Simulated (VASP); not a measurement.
Wanted: the native input for a VASP 6.6.1 run.

```yaml
Task: relaxation of cell and atoms
Functional: PBE
Potentials_or_basis: VASP PAW PBE potentials, release 64 (Ni)
Cutoff: 600 eV
k_mesh: 8 × 9 × 5
Occupations: fermi-dirac, width 0.05 eV
Spin: collinear spin, ferromagnetic start
Starting_moments: "[1.0, 1.0] μB"
Target_pressure: 10 GPa
Dipole_correction: no
Further_INCAR_settings: ALGO = Fast; EDIFF = 1e-07; IBRION = 2; EDIFFG = -0.01; NSW = 60; ISIF = 3
```

The structure of Ni lies in POSCAR:

```
Ni
1.0
   -1.3842675000      1.4027401800      1.4212320000
    1.3509116500     -1.3798624300      1.3649984000
    2.7334598100      2.7808832700     -0.0104781100
Ni
2
Direct
    0.0032522200      0.9959975600      0.0006908000
    0.4967477800      0.5040024400      0.4993092000
```

One way to write it, as run:

INCAR

```
PREC = Accurate
ENCUT = 600
EDIFF = 1E-7
ISMEAR = -1
SIGMA = 0.05
LREAL = F
LASPH = T
NELM = 150
ALGO = Fast
ISIF = 3
LWAVE = F
LCHARG = F
ISPIN = 2
MAGMOM = 1 1
LORBIT = 11
LMAXMIX = 4
GGA = PE
IBRION = 2
NSW = 60
EDIFFG = -0.01
PSTRESS = 100.0
```

KPOINTS

```
regular mesh
0
Gamma
  8 9 5
```

Potentials or basis: VASP PAW PBE potentials, release 64 (Ni).

Launch:

```bash
$ cat potpaw_PBE.64/Ni/POTCAR > POTCAR
$ mpirun -np 1 vasp_std > vasp.out
```

It gave:

| Quantity | Value |
| --- | --- |
| Relaxed volume | 10.39 Å³/atom |
| Relaxed cell | a = 2.455 Å, b = 2.448 Å, c = 3.458 Å, α = 89.99°, β = 90.01°, γ = 90.10° |
| Space group after relaxing (to 0.1 Å) | Fm-3m (No. 225) |
| Energy change on relaxing (the run minimises the enthalpy) | -94.2 meV/atom |
| Ionic steps | 38 |
| Pressure after relaxing | 10.1 GPa |
| Largest force after relaxing | 0.008 eV/Å |
| Net moment | 1.21 μB per cell |
| Site moments | Ni +0.61 μB |
| Valence electrons inside the program's atomic spheres | Ni 9.39 |

Caveat: the cell is relaxed towards a set pressure, so the run minimises the enthalpy, not the energy.

It took 32 min on 1 thread of Intel(R) Xeon(R) Platinum 8375C CPU @ 2.90GHz (Ice Lake), on a shared host, peak memory 0.3 GiB.
